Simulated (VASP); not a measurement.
Runs of VASP 6.6.1 on GaN. The structure is that of space group P6_3mc (No. 186), or close to it. The cells are those of the table. 

```tsv
level	cell	k mesh	gap on the mesh (eV)	pressure (GPa)	largest force (eV/Å)
PBE	a = 3.218, b = 3.218, c = 5.243 Å, angles 90.0, 90.0, 120.0°, 4 atoms	9 × 9 × 4	(b)	0.1	-
PBE	a = 3.183, b = 3.183, c = 5.184 Å, angles 90.0, 90.0, 120.0°, 4 atoms	12 × 12 × 6	1.94	6.3	-
r2SCAN	a = 3.118, b = 3.118, c = 5.078 Å, angles 90.0, 90.0, 120.0°, 4 atoms	9 × 9 × 4	2.77	15.2	0.02
r2SCAN	a = 3.151, b = 3.151, c = 5.131 Å, angles 90.0, 90.0, 120.0°, 4 atoms	9 × 9 × 4	(c)	(a)	0.01
PBE	a = 3.250, b = 3.250, c = 5.295 Å, angles 90.0, 90.0, 120.0°, 4 atoms	9 × 9 × 4	1.52	-4.6	0.01
```

Alike in all rows: task single point; potentials or basis VASP PAW PBE potentials, release 64 (Ga_d, N); no spin polarisation; cutoff (eV) 520; smearing gaussian 0.01 eV.

Q: Fill in the values left out.

A: (a) 7.6; (b) 1.72; (c) 2.56.

Caveats: the PAW data sets were made with another functional, which shifts forces and pressure a little (some runs).

A k mesh can miss the band edges, and the runs leave out spin-orbit coupling on Ga.
